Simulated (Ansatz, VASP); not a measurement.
**Sb in VASP and in Ansatz**

```
Sb
1.0
     0.00000    2.37124    2.37124
     2.37124    0.00000    2.37124
     2.37124    2.37124    0.00000
Sb
1
Direct
  0.00000 0.00000 0.00000
```

Alike in both runs: task single point; functional PBE; k mesh 10 × 10 × 10; occupations gaussian, width 0.05 eV; no spin polarisation.

|  | VASP | Ansatz |
| --- | --- | --- |
| version | VASP 6.6.1 | Ansatz 0.2.0 |
| potentials or method | VASP PAW PBE potentials, release 64 (Sb), cutoff 520 eV | all-electron LAPW, scalar-relativistic |

|  | VASP | Ansatz | Ansatz less VASP |
| --- | --- | --- | --- |
| gap on the k mesh at the Fermi level (eV) | none | none | - |
| pressure (GPa) | 1.8 | 2.0 | +0.15 |

A gap of «none» marks a metal or a gap that the smearing closes. Ansatz ran all-electron here, and VASP with PAW potentials.

Spin-orbit coupling is off throughout.
